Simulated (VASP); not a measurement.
# NaH in VASP: notebook

The runs below take NaH through single point, with LDA.

All numbers are computed with VASP 6.6.1; they aren't measurements. Logs are shortened: lines on timing, memory, paths and dates and some standing lists are left out, and cuts for length are marked.

## 1. The cell of the first run

The structure is cubic, space group Fm-3m (No. 225). Conventional cell: a = 4.691 Å, b = 4.691 Å, c = 4.691 Å, α = 90.00°, β = 90.00°, γ = 90.00°. Na (site symmetry m-3m) has 6 H at 2.35 Å within 3.1 Å. Within 3.1 Å of H (site symmetry m-3m) lie 6 Na at 2.35 Å.

## 2. Single point, LDA

The input, INCAR:

```
SYSTEM = NaH
PREC = Accurate
ENCUT = 500
EDIFF = 1E-6
ISMEAR = 0
SIGMA = 0.01
LREAL = .FALSE.
LASPH = .TRUE.
NELM = 120
ALGO = Normal
ISIF = 2
LWAVE = .FALSE.
LCHARG = .FALSE.
GGA = CA
NBANDS = 11
GGA_COMPAT = .FALSE.
```

The input, KPOINTS:

```
Automatic mesh
0
G
  8 8 8
  0 0 0
```

The input, POSCAR:

```
NaH
1.0
    0.0000000000      2.3455367674      2.3455367674
    2.3455367674      0.0000000000      2.3455367674
    2.3455367674      2.3455367674      0.0000000000
Na H
1 1
Direct
    0.0000000000      0.0000000000      0.0000000000
    0.5000000000      0.5000000000      0.5000000000
```

Potentials or basis: VASP PAW LDA potentials, release 64 (Na_pv, H).

Command:

```console
$ cat potpaw_LDA.64/Na_pv/POTCAR potpaw_LDA.64/H/POTCAR > POTCAR
$ mpirun -np 1 vasp_std > vasp.out
```

OUTCAR:

```text
SYSTEM = NaH
   PREC = Accurate
   ENCUT = 500
   EDIFF = 1E-6
   ISMEAR = 0
   LREAL = .FALSE.
   LASPH = .TRUE.
   NELM = 120
   ISIF = 2
   GGA = CA

 ion  position               nearest neighbor table
   1  0.000  0.000  0.000-
   2  0.500  0.500  0.500-

  LATTYP: Found a face centered cubic cell.
 ALAT       =     4.6910735348

  Lattice vectors:

 A1 = (   0.0000000000,   2.3455367674,   2.3455367674)
 A2 = (   2.3455367674,   0.0000000000,   2.3455367674)
 A3 = (   2.3455367674,   2.3455367674,   0.0000000000)

Analysis of symmetry for initial positions (statically):
=====================================================================
 Subroutine PRICEL returns:
 Original cell was already a primitive cell.

 Routine SETGRP: Setting up the symmetry group for a
 face centered cubic supercell.

 Subroutine GETGRP returns: Found 48 space group operations
 (whereof 48 operations were pure point group operations)
 out of a pool of 48 trial point group operations.

The static configuration has the point symmetry O_h .

Analysis of symmetry for dynamics (positions and initial velocities):
=====================================================================
 Subroutine PRICEL returns:
 Original cell was already a primitive cell.

 Routine SETGRP: Setting up the symmetry group for a
 face centered cubic supercell.

 Subroutine GETGRP returns: Found 48 space group operations
 (whereof 48 operations were pure point group operations)
 out of a pool of 48 trial point group operations.

The dynamic configuration has the point symmetry O_h .

 Subroutine INISYM returns: Found 48 space group operations
 (whereof 48 operations are pure point group operations),
 and found     1 'primitive' translations

----------------------------------------------------------------------------------------

                                     Primitive cell

  volume of cell :      25.8081

  direct lattice vectors                    reciprocal lattice vectors
     0.000000000  2.345536767  2.345536767    -0.213170822  0.213170822  0.213170822
     2.345536767  0.000000000  2.345536767     0.213170822 -0.213170822  0.213170822
     2.345536767  2.345536767  0.000000000     0.213170822  0.213170822 -0.213170822

  length of vectors
     3.317089908  3.317089908  3.317089908     0.369222694  0.369222694  0.369222694

  position of ions in fractional coordinates (direct lattice)
     0.000000000  0.000000000  0.000000000
     0.500000000  0.500000000  0.500000000
[... 84 lines left out ...]
   ISYM   =      2    0-nonsym 1-usesym 2-fastsym
   POTIM  = 0.5000    time-step for ionic-motion
   TEBEG  =    0.0;   TEEND  =   0.0 temperature during run
   PSTRESS=    0.0 pullay stress
   NELECT =       8.0000    total number of electrons
   NUPDOWN=      -1.0000    fix difference up-down
   EMIN   =  10.00;   EMAX   =-10.00  energy-range for DOS
   EFERMI =   0.00;   METHOD = LEGACY
   ISMEAR =     0;   SIGMA  =   0.01  broadening in eV -4-tet -1-fermi 0-gaus
   EFERMI_NEDOS =   21; number of points for ismear=-14 and -15
   IALGO  =     38    algorithm
   IMIX   =      4    mixing-type and parameters
     AMIX     =   0.40;   BMIX     =  1.00
     AMIX_MAG =   1.60;   BMIX_MAG =  1.00
  volume/ion in A,a.u.               =      12.90        87.08
  Fermi-wavevector in a.u.,A,eV,Ry     =   1.107948  2.093718 16.701805  1.227548
  Thomas-Fermi vector in A             =   2.244469
   LORBIT       =      0    0 simple, 1 ext, 2 COOP (PROOUT), +10 PAW based schemes
   GGA     = CA    functional components
   LHFCALC =     F    Hartree Fock is set to
   AEXX    =    0.0000 exact exchange contribution
   IVDW    =     0    specifies the selected vdW correction
   LEPSILON=     F    determine dielectric tensor
   LRPA    =     F    only Hartree local field effects (RPA)
 non-spin polarized calculation
 Gauss-broadening in eV      SIGMA  =   0.01
  energy-cutoff  :      500.00
  volume of cell :       25.81
 maximum number of plane-waves:       670
   NGX = 13   NGY = 13   NGZ = 13

 number of electron       8.0000005 magnetization

 Free energy of the ion-electron system (eV)
  ---------------------------------------------------
  ext. energy  EPLUGINS =         0.00000000
  ---------------------------------------------------
  free energy    TOTEN  =        -5.40817237 eV

  energy without entropy =       -5.40817237  energy(sigma->0) =       -5.40817237

 E-fermi :  -0.8755     XC(G=0):  -8.5556

 val. band max:       -0.9170965602   @ k =  -0.2500   0.5000   0.2500
 cond. band min:       2.6275143776   @ k =   0.5000   0.0000   0.0000
 fundamental gap:      3.5446109378
 Fermi energy:        -0.8755081887

 k-point     1 :       0.0000    0.0000    0.0000
  band No.  band energies     occupation
      1     -22.9476      2.00000
      2     -22.9476      2.00000
      3     -22.9476      2.00000
      4      -4.9693      2.00000
      5      10.2808      0.00000
      6      14.9232      0.00000
      7      14.9232      0.00000
      8      14.9232      0.00000
      9      16.1559      0.00000
     10      16.1559      0.00000
     11      16.1559      0.00000
[... 309 lines left out ...]
 k-point    24 :      -0.3750    0.2500    0.1250
  band No.  band energies     occupation
      1     -23.0596      2.00000
      2     -22.9958      2.00000
      3     -22.9736      2.00000
      4      -1.4645      2.00000
      5       3.4572      0.00000
      6       6.9494      0.00000
      7      10.3226      0.00000
      8      14.5500      0.00000
      9      15.6883      0.00000
     10      19.0935      0.00000
     11      21.3292      0.00000

 [... further k-points ...]

------------------------ aborting loop because EDIFF is reached ----------------------------------------

  FORCE on cell =-STRESS in cart. coord.  units (eV):
  Direction    XX          YY          ZZ          XY          YZ          ZX
  --------------------------------------------------------------------------------------
  -------------------------------------------------------------------------------------
  Total       -0.0194387     -0.0194387     -0.0194387      0.0000000     -0.0000000      0.0000000
  in kB       -1.2067615     -1.2067615     -1.2067615      0.0000000     -0.0000000      0.0000000
  external PRESSURE =      -1.2067615 kB  Pullay stress =       0.0000000 kB

 VOLUME and BASIS-vectors are now :
 -----------------------------------------------------------------------------
  energy-cutoff  :      500.00
  volume of cell :       25.81
      direct lattice vectors                 reciprocal lattice vectors
     0.000000000  2.345536767  2.345536767    -0.213170822  0.213170822  0.213170822
     2.345536767  0.000000000  2.345536767     0.213170822 -0.213170822  0.213170822
     2.345536767  2.345536767  0.000000000     0.213170822  0.213170822 -0.213170822

 POSITION                                       TOTAL-FORCE (eV/Angst)
 -----------------------------------------------------------------------------------
      0.00000      0.00000      0.00000         0.000000     -0.000000      0.000000
      2.34554      2.34554      2.34554        -0.000000      0.000000     -0.000000
 -----------------------------------------------------------------------------------
    total drift:                                0.000000     -0.000000     -0.000000

  FREE ENERGIE OF THE ION-ELECTRON SYSTEM (eV)
  ---------------------------------------------------
  free  energy   TOTEN  =        -5.4081723739 eV

  energy  without entropy=       -5.4081723739  energy(sigma->0) =       -5.40817237
```

OSZICAR:

```text
N       E                     dE             d eps       ncg     rms          rms(c)
DAV:   1     0.352045103522E+02    0.35205E+02   -0.47054E+03   644   0.739E+02
DAV:   2    -0.471765315733E+01   -0.39922E+02   -0.39406E+02   644   0.187E+02
DAV:   3    -0.582752417651E+01   -0.11099E+01   -0.11082E+01   794   0.312E+01
DAV:   4    -0.583397104672E+01   -0.64469E-02   -0.64461E-02   722   0.238E+00
DAV:   5    -0.583402418769E+01   -0.53141E-04   -0.53140E-04   751   0.216E-01    0.309E+00
DAV:   6    -0.550422480860E+01    0.32980E+00   -0.31101E-01   739   0.309E+00    0.144E+00
DAV:   7    -0.540751588521E+01    0.96709E-01   -0.29823E-01   721   0.212E+00    0.306E-01
DAV:   8    -0.540834998918E+01   -0.83410E-03   -0.66197E-03   734   0.979E-01    0.663E-02
DAV:   9    -0.540819350072E+01    0.15649E-03   -0.96082E-04   849   0.340E-01    0.228E-02
DAV:  10    -0.540817193199E+01    0.21569E-04   -0.68302E-05   716   0.472E-02    0.309E-03
DAV:  11    -0.540817237386E+01   -0.44187E-06   -0.16916E-06   717   0.802E-03
   1 F= -.54081724E+01 E0= -.54081724E+01  d E =-.203601E-11
```

Wall time 7.9 s (1 thread of Intel Xeon 8259CL, shared host); peak memory 0.12 GiB.

Results:

* Free energy: -5.4082 eV
* Pressure: -0.1 GPa
* Band gap on the k mesh: 3.54 eV (least direct gap 4.50 eV)

A k mesh can miss the band edges.

## 3. Single point, LDA

This run uses another cell than the first one, of 12.71 Å³/atom.

The input, INCAR:

```
SYSTEM = NaH
ALGO = Normal ; EDIFF = 1E-6
ENCUT = 500 ; GGA = CA
GGA_COMPAT = .False. ; ISIF = 2
ISMEAR = 0 ; LASPH = .True.
LCHARG = .False. ; LREAL = .False.
LWAVE = .False. ; NBANDS = 11
NELM = 120 ; PREC = Accurate
SIGMA = 0.01
```

The input, KPOINTS:

```
k-points
0
Gamma
  8 8 8
  0 0 0
```

The input, POSCAR:

```
NaH
1.0
    0.0000000000      2.3338090835      2.3338090835
    2.3338090835      0.0000000000      2.3338090835
    2.3338090835      2.3338090835      0.0000000000
Na H
1 1
Direct
    0.0000000000      0.0000000000      0.0000000000
    0.5000000000      0.5000000000      0.5000000000
```

Potentials or basis: VASP PAW LDA potentials, release 64 (Na_pv, H).

Command:

```console
$ cat potpaw_LDA.64/Na_pv/POTCAR potpaw_LDA.64/H/POTCAR > POTCAR
$ mpirun -np 1 vasp_std > vasp.out
```

It took 8.4 s on 1 thread of Intel Xeon 8259CL, shared host; peak memory 0.12 GiB.

Results (log left out):

```
Free energy            : -5.4076 eV
Pressure               : 0.3 GPa
Band gap on the k mesh : 3.57 eV (least direct gap 4.53 eV)
```

Levels at points of the mesh, in eV from the valence-band top:
| k point | band 1 | band 2 | band 3 | band 4 | band 5 | band 6 | band 7 | band 8 | band 9 |
| --- | --- | --- | --- | --- | --- | --- | --- | --- | --- |
| (0.00, 0.00, 0.00) | -22.01 | -22.01 | -22.01 | -4.10 | 11.34 | 15.95 | 15.95 | 15.95 | 17.23 |
| (0.50, 0.00, 0.00) | -22.15 | -22.02 | -22.02 | -0.96 | 3.57 | 11.31 | 13.71 | 13.71 | 17.05 |
| (0.50, 0.50, 0.00) | -22.13 | -22.05 | -22.05 | -0.22 | 4.50 | 10.04 | 10.98 | 10.98 | 12.52 |

## 4. Single point, LDA

This run uses another cell than the first one, of 13.10 Å³/atom.

The input, INCAR:

```
PREC     = Accurate       # precision mode
ENCUT    = 500            # plane-wave cutoff, eV
EDIFF    = 1E-6           # SCF threshold, eV
ISMEAR   = 0              # smearing method
SIGMA    = 0.01           # smearing width, eV
LREAL    = False          # projectors in reciprocal space
LASPH    = True           # aspherical terms in the spheres
NELM     = 120            # most SCF steps
ALGO     = Normal         # electronic algorithm
ISIF     = 2              # what is computed and relaxed
LWAVE    = False          # write WAVECAR
LCHARG   = False          # write CHGCAR
GGA      = CA             # functional
NBANDS   = 11             # bands
GGA_COMPAT= False
```

The input, KPOINTS:

```
regular mesh
0
Gamma
  8 8 8
```

The input, POSCAR:

```
NaH
1.0
    0.0000000000      2.3572644512      2.3572644512
    2.3572644512      0.0000000000      2.3572644512
    2.3572644512      2.3572644512      0.0000000000
Na H
1 1
Direct
    0.0000000000      0.0000000000      0.0000000000
    0.5000000000      0.5000000000      0.5000000000
```

Command:

```console
$ cat potpaw_LDA.64/Na_pv/POTCAR potpaw_LDA.64/H/POTCAR > POTCAR
$ mpirun -np 1 vasp_std > vasp.out
```

Wall time 7.8 s (1 thread of Intel Xeon 8259CL, shared host); peak memory 0.12 GiB.

The run converged. Its results:

```
Free energy            : -5.4077 eV
Pressure               : -0.5 GPa
Band gap on the k mesh : 3.52 eV (least direct gap 4.47 eV)
```

Levels at points of the mesh, in eV from the valence-band top:
| k point | band 2 | band 3 | band 4 | band 5 | band 6 | band 7 |
| --- | --- | --- | --- | --- | --- | --- |
| (0.00, 0.00, 0.00) | -22.05 | -22.05 | -4.01 | 11.06 | 15.73 | 15.73 |
| (0.50, 0.00, 0.00) | -22.07 | -22.07 | -0.95 | 3.52 | 11.09 | 13.52 |
| (0.50, 0.50, 0.00) | -22.10 | -22.10 | -0.21 | 4.44 | 9.93 | 10.78 |

## 5. Single point, LDA

The input, INCAR:

```
PREC = Accurate ; ENCUT = 500
EDIFF = 1E-6 ; ISMEAR = 0
SIGMA = 0.01 ; LREAL = False
LASPH = True ; NELM = 120
ALGO = Normal ; ISIF = 2
LWAVE = False ; LCHARG = True
LELF = True ; LVHAR = True
NBANDS = 11 ; GGA_COMPAT = False
```

The input, KPOINTS:

```
Automatic mesh
0
Gamma
  8 8 8
```

The input, POSCAR:

```
NaH
1.0
    0.0000000000      2.3455511077      2.3455511077
    2.3455511077      0.0000000000      2.3455511077
    2.3455511077      2.3455511077      0.0000000000
Na H
1 1
Direct
    0.0000000000      0.0000000000      0.0000000000
    0.5000000000      0.5000000000      0.5000000000
```

Command:

```console
$ cat potpaw_LDA.64/Na_pv/POTCAR potpaw_LDA.64/H/POTCAR > POTCAR
$ mpirun -np 1 vasp_std > vasp.out
```

Wall time 9 s (1 thread of Intel Xeon 8259CL, shared host); peak memory 0.12 GiB.

It converged, with:

| Quantity | Value |
| --- | --- |
| Free energy | -5.4082 eV |
| Pressure | -0.1 GPa |
| Band gap on the k mesh | 3.54 eV (least direct gap 4.50 eV) |

Levels at points of the mesh, in eV from the valence-band top:
```csv
k point,band 2,band 3,band 4,band 5,band 6,band 7
"(0.00, 0.00, 0.00)",-22.03,-22.03,-4.05,11.20,15.84,15.84
"(0.50, 0.00, 0.00)",-22.05,-22.05,-0.96,3.54,11.20,13.62
"(0.50, 0.50, 0.00)",-22.07,-22.07,-0.22,4.47,9.98,10.88
```

## 6. Single point, LDA (z stretched by -0.5 %, x and y held)

The input, INCAR:

```
SYSTEM = NaH
PREC = Accurate
ENCUT = 500
EDIFF = 1E-6
ISMEAR = 0
SIGMA = 0.01
LREAL = .False.
LASPH = .True.
NELM = 120
ALGO = Normal
ISIF = 2
LWAVE = .False.
LCHARG = .False.
GGA = CA
NBANDS = 11
GGA_COMPAT = .False.
```

The input, KPOINTS:

```
regular mesh
0
Gamma
  8 8 8
  0 0 0
```

The input, POSCAR:

```
NaH
1.0
    0.0000000000      2.3455367674      2.3338090835
    2.3455367674      0.0000000000      2.3338090835
    2.3455367674      2.3455367674      0.0000000000
Na H
1 1
Direct
    0.0000000000      0.0000000000      0.0000000000
    0.5000000000      0.5000000000      0.5000000000
```

Potentials or basis: VASP PAW LDA potentials, release 64 (Na_pv, H).

Command:

```console
$ cat potpaw_LDA.64/Na_pv/POTCAR potpaw_LDA.64/H/POTCAR > POTCAR
$ mpirun -np 1 vasp_std > vasp.out
```

It took 14 s on 1 thread of Intel Xeon 8259CL, shared host; peak memory 0.13 GiB.

Results (log left out):

* Free energy: -5.4080 eV
* Pressure: 0.0 GPa
* Band gap on the k mesh: 3.55 eV (least direct gap 4.51 eV)

Stress tensor (GPa, compression positive):
```
-0.05  0.00  0.00
 0.00 -0.05  0.00
 0.00  0.00  0.16
```

Levels at points of the mesh, in eV from the valence-band top:
```csv
k point,band 1,band 2,band 3,band 4,band 5,band 6,band 7,band 8,band 9
"(0.00, 0.00, 0.00)",-22.03,-22.03,-22.02,-4.07,11.24,15.87,15.87,15.89,17.12
"(0.50, 0.00, 0.00)",-22.16,-22.04,-22.04,-0.96,3.55,11.23,13.61,13.68,16.89
"(0.50, 0.50, 0.00)",-22.14,-22.07,-22.07,-0.20,4.52,9.96,10.86,10.86,12.39
"(0.50, 0.00, 0.50)",-22.14,-22.07,-22.07,-0.23,4.45,10.02,10.93,10.93,12.41
```

Caveat: the cell differs from its parent crystal (z stretched by -0.5 %, x and y held).

## 7. Overview

```csv
cell,gap on the mesh (eV),pressure (GPa)
"a = 3.317 Å, angles 60.0°, 2 atoms",3.54,-0.1
"a = 3.301 Å, angles 60.0°, 2 atoms",3.57,0.3
"a = 3.334 Å, angles 60.0°, 2 atoms",3.52,-0.5
"a = 3.309, b = 3.309, c = 3.317 Å, angles 59.9, 59.9, 60.2°, 2 atoms",3.55,0.0
```

Alike in all rows: task single point; level LDA; potentials or basis VASP PAW LDA potentials, release 64 (Na_pv, H); no spin polarisation; k mesh 8 × 8 × 8; cutoff (eV) 500; smearing gaussian 0.01 eV.

Absolute energies hang on the potentials; compare differences alone.
